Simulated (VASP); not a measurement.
# MgB2 (P6/mmm) in VASP: phonons with PBE+D3(BJ)

Aim: the phonons of MgB2 with PBE+D3(BJ).

All numbers are computed with VASP 6.6.1; they aren't measurements. Logs are shortened: lines on timing, memory, paths and dates and some standing lists are left out, and cuts for length are marked.

### 1 The cell of the first run

The structure is hexagonal, space group P6/mmm (No. 191). The conventional cell has a = 3.048 Å, b = 3.048 Å, c = 3.469 Å, α = 90.00°, β = 90.00°, γ = 120.00°. Mg (site symmetry 6/mmm) has 12 B at 2.47 Å and 6 Mg at 3.05 Å within 3.3 Å. Within 2.3 Å of B (site symmetry -6m2) lie 3 B at 1.76 Å.

### 2 Phonons, PBE+D3(BJ)

The input, INCAR:

```
SYSTEM = MgB2
PREC     = Accurate       ! precision mode
ENCUT    = 600            ! plane-wave cutoff, eV
EDIFF    = 1E-8           ! SCF threshold, eV
ISMEAR   = -1             ! smearing method
SIGMA    = 0.15           ! smearing width, eV
LREAL    = .FALSE.        ! projectors in reciprocal space
LASPH    = .TRUE.         ! aspherical terms in the spheres
NELM     = 120            ! most SCF steps
ALGO     = Normal         ! electronic algorithm
ISIF     = 2              ! what is computed and relaxed
LWAVE    = .FALSE.        ! write WAVECAR
LCHARG   = .TRUE.         ! write CHGCAR
GGA      = PE             ! functional
IVDW     = 12             ! dispersion correction
IBRION   = 6              ! ionic algorithm
NFREE    = 2            
POTIM    = 0.015          ! step
NSW      = 1              ! ionic steps
GGA_COMPAT= .FALSE.
```

The input, KPOINTS:

```
regular mesh
0
G
  15 15 12
  0 0 0
```

The input, POSCAR:

```
MgB2
1.0
    3.0480657736      0.0000000000      0.0000000000
   -1.5240328868      2.6397023923      0.0000000000
    0.0000000000      0.0000000000      3.4693007201
Mg B
1 2
Direct
    0.0000000000      0.0000000000      0.0000000000
    0.3333333333      0.6666666667      0.5000000000
    0.6666666667      0.3333333333      0.5000000000
```

Potentials or basis: VASP PAW PBE potentials, release 64 (Mg, B).

On the command line:

```sh
cat potpaw_PBE.64/Mg/POTCAR potpaw_PBE.64/B/POTCAR > POTCAR
mpirun -np 1 vasp_std > vasp.out
```

OUTCAR:

```text
SYSTEM = MgB2
   PREC = Accurate
   ENCUT = 600
   EDIFF = 1E-8
   ISMEAR = -1
   LREAL = .FALSE.
   LASPH = .TRUE.
   NELM = 120
   ISIF = 2
   GGA = PE
   IVDW = 12
   IBRION = 6
   NFREE = 2
   POTIM = 0.015
   NSW = 1
 IVDW          = 12

 ion  position               nearest neighbor table
   1  0.000  0.000  0.000-   2 2.47   3 2.47   2 2.47   3 2.47   2 2.47   2 2.47   3 2.47   3 2.47
                             3 2.47   3 2.47   2 2.47   2 2.47
   2  0.333  0.667  0.500-   3 1.76   3 1.76   3 1.76   1 2.47   1 2.47   1 2.47   1 2.47   1 2.47
                             1 2.47
   3  0.667  0.333  0.500-   2 1.76   2 1.76   2 1.76   1 2.47   1 2.47   1 2.47   1 2.47   1 2.47
                             1 2.47

  LATTYP: Found a hexagonal cell.
 ALAT       =     3.0480657736
 C/A-ratio  =     1.1381974596

  Lattice vectors:

 A1 = (   3.0480657736,   0.0000000000,   0.0000000000)
 A2 = (  -1.5240328868,   2.6397023923,   0.0000000000)
 A3 = (   0.0000000000,   0.0000000000,   3.4693007201)

Analysis of symmetry for initial positions (statically):
=====================================================================
 Subroutine PRICEL returns:
 Original cell was already a primitive cell.

 Routine SETGRP: Setting up the symmetry group for a
 hexagonal supercell.

 Subroutine GETGRP returns: Found 24 space group operations
 (whereof 24 operations were pure point group operations)
 out of a pool of 24 trial point group operations.

The static configuration has the point symmetry D_6h.

Analysis of symmetry for dynamics (positions and initial velocities):
=====================================================================
 Subroutine PRICEL returns:
 Original cell was already a primitive cell.

 Routine SETGRP: Setting up the symmetry group for a
 hexagonal supercell.

 Subroutine GETGRP returns: Found 24 space group operations
 (whereof 24 operations were pure point group operations)
 out of a pool of 24 trial point group operations.

The dynamic configuration has the point symmetry D_6h.

 Subroutine INISYM returns: Found 24 space group operations
 (whereof 24 operations are pure point group operations),
 and found     1 'primitive' translations

[... 139 lines left out ...]
  ---------------------------------------------------
  ext. energy  EPLUGINS =         0.00000000
  ---------------------------------------------------
  free energy    TOTEN  =       -15.33716625 eV

  energy without entropy =      -15.28794872  energy(sigma->0) =      -15.31255749

------------------------ aborting loop because EDIFF is reached ----------------------------------------

 Edisp (eV)   -0.88162

 E8    (eV) :    -0.3410
[... 319 lines left out ...]
--------------------------------------- Ionic step        9  -------------------------------------------

 number of electron       8.0000000 magnetization

 Free energy of the ion-electron system (eV)
  ---------------------------------------------------
  ext. energy  EPLUGINS =         0.00000000
  ---------------------------------------------------
  free energy    TOTEN  =       -15.33585286 eV

  energy without entropy =      -15.28662767  energy(sigma->0) =      -15.31124027

 E-fermi :   5.5314     XC(G=0): -11.0683

 val. band max:        5.5308156978   @ k =  -0.2000   0.5333   0.0833
 cond. band min:       5.5622604527   @ k =  -0.2000   0.5333   0.3333
 fundamental gap:      0.0314447550
 Fermi energy:         5.5313927108

 k-point     1 :       0.0000    0.0000    0.0000
  band No.  band energies     occupation
      1      -7.1113      2.00000
      2       2.5622      2.00000
      3       5.9069      0.15127
      4       5.9069      0.15127
      5       7.3517      0.00001
      6      11.9745      0.00000
      7      11.9745      0.00000
      8      13.9910      0.00000
[... 243 lines left out ...]
 k-point    24 :       0.4000    0.2000    0.0000
  band No.  band energies     occupation
      1      -2.6597      2.00000
      2      -1.9998      2.00000
      3       1.0192      2.00000
      4       6.3508      0.00845
      5       8.3558      0.00000
      6      11.4114      0.00000
      7      11.6197      0.00000
      8      14.0025      0.00000

 [... further k-points ...]

------------------------ aborting loop because EDIFF is reached ----------------------------------------

 Edisp (eV)   -0.88162

 E8    (eV) :    -0.3410
[... 26 lines left out ...]
  FREE ENERGIE OF THE ION-ELECTRON SYSTEM (eV)
  ---------------------------------------------------
  free  energy   TOTEN  =       -16.2174744192 eV

  energy  without entropy=      -16.1682492242  energy(sigma->0) =      -16.19286182

 INTERNAL STRAIN TENSORS FROM DISPLACED ATOMS
 ============================================

 INTERNAL STRAIN TENSOR FOR ION    1 for displacements in x,y,z  (eV/Angst):
          X           Y           Z          XY          YZ          ZX
  --------------------------------------------------------------------------------
  x     0.00000     0.00000     0.00000     0.00000     0.00000     0.00000
  y     0.00000     0.00000     0.00000     0.00000     0.00000     0.00000
  z     0.00000     0.00000     0.00000     0.00000     0.00000     0.00000

 INTERNAL STRAIN TENSOR FOR ION    3 for displacements in x,y,z  (eV/Angst):
          X           Y           Z          XY          YZ          ZX
  --------------------------------------------------------------------------------
  x     0.00000     0.00000     0.00000     3.73550     0.00000     0.00000
  y     3.73550    -3.73550     0.00000     0.00000     0.00000     0.00000
  z     0.00000     0.00000     0.00000    -0.00000     0.00000     0.00000

 Eigenvectors and eigenvalues of the dynamical matrix
 ----------------------------------------------------

   1 f  =   20.989189 THz   131.878964 2PiTHz  700.123985 cm-1    86.804272 meV
             X         Y         Z           dx          dy          dz
      0.000000  0.000000  0.000000    -0.000000   -0.000000    0.000000
     -0.000000  1.759802  1.734650    -0.000000   -0.000000   -0.707107
      1.524033  0.879901  1.734650     0.000000    0.000000    0.707107
[... 43 lines left out ...]
   9 f/i=    0.000774 THz     0.004861 2PiTHz    0.025808 cm-1     0.003200 meV
             X         Y         Z           dx          dy          dz
      0.000000  0.000000  0.000000     0.184563   -0.703614   -0.000000
     -0.000000  1.759802  1.734650     0.123110   -0.469335   -0.000000
      1.524033  0.879901  1.734650     0.123110   -0.469335   -0.000000

 ELASTIC MODULI CONTR FROM IONIC RELAXATION (kBar)
 Direction    XX          YY          ZZ          XY          YZ          ZX
 --------------------------------------------------------------------------------
 XX        -102.8590    102.8590      0.0000     -0.0000      0.0000      0.0000
 YY         102.8590   -102.8590      0.0000      0.0000      0.0000      0.0000
 ZZ           0.0000      0.0000      0.0000      0.0000      0.0000      0.0000
 XY          -0.0000      0.0000      0.0000   -102.8590      0.0000      0.0000
 YZ           0.0000      0.0000      0.0000      0.0000      0.0000      0.0000
 ZX           0.0000      0.0000      0.0000      0.0000      0.0000      0.0000
 --------------------------------------------------------------------------------
```

OSZICAR:

```text
N       E                     dE             d eps       ncg     rms          rms(c)
DAV:   1     0.918013335865E+01    0.91801E+01   -0.42540E+03  3152   0.950E+02
DAV:   2    -0.167286220348E+02   -0.25909E+02   -0.24779E+02  4400   0.122E+02
DAV:   3    -0.170707056339E+02   -0.34208E+00   -0.34063E+00  3912   0.167E+01
[... 78 lines left out ...]
DAV:   3    -0.153358440569E+02    0.29868E-03   -0.18155E-03  6384   0.267E-01    0.186E-02
DAV:   4    -0.153358513483E+02   -0.72914E-05   -0.70812E-05  5624   0.789E-02    0.867E-03
DAV:   5    -0.153358527779E+02   -0.14295E-05   -0.25343E-06  7112   0.138E-02    0.182E-03
DAV:   6    -0.153358528609E+02   -0.83008E-07   -0.10622E-07  5944   0.293E-03    0.529E-04
DAV:   7    -0.153358528641E+02   -0.32293E-08   -0.13065E-08  4640   0.981E-04
   9 F= -.16217474E+02 E0= -.16192862E+02  d E =-.492252E-01
```

stdout:

```text
POSCAR found type information on POSCAR MgB
 POSCAR found :  2 types and       3 ions
 scaLAPACK will be used
 LDA part: xc-table for (Slater+PW92), standard interpolation
 POSCAR, INCAR and KPOINTS ok, starting setup
 FFT: planning ... GRIDC
 FFT: planning ... GRID_SOFT
 FFT: planning ... GRID
 WAVECAR not read
 entering main loop
 Found     4 degrees of freedom:
 Finite differences POTIM= 0.01500 DOF=   4
 bond charge predicted
 Finite differences progress:
 bond charge predicted
 Finite differences progress:
 bond charge predicted
 Finite differences progress:
 bond charge predicted
 Finite differences progress:
 bond charge predicted
 Finite differences progress:
 bond charge predicted
 Finite differences progress:
 bond charge predicted
 Finite differences progress:
 bond charge predicted
 Finite differences progress:
```

It took 8.6 min on 1 thread of Oxide Virtual Turin-like, shared host; peak memory 0.48 GiB.

Results:

- Highest phonon frequency at Γ: 700 cm⁻¹
- Dispersion energy per atom: -0.294 eV

Phonon frequencies in cm⁻¹ (negative: imaginary):
| q point | frequencies |
| --- | --- |
| (0.000, 0.000, 0.000) | 0 0 0 353 353 428 626 626 700 |
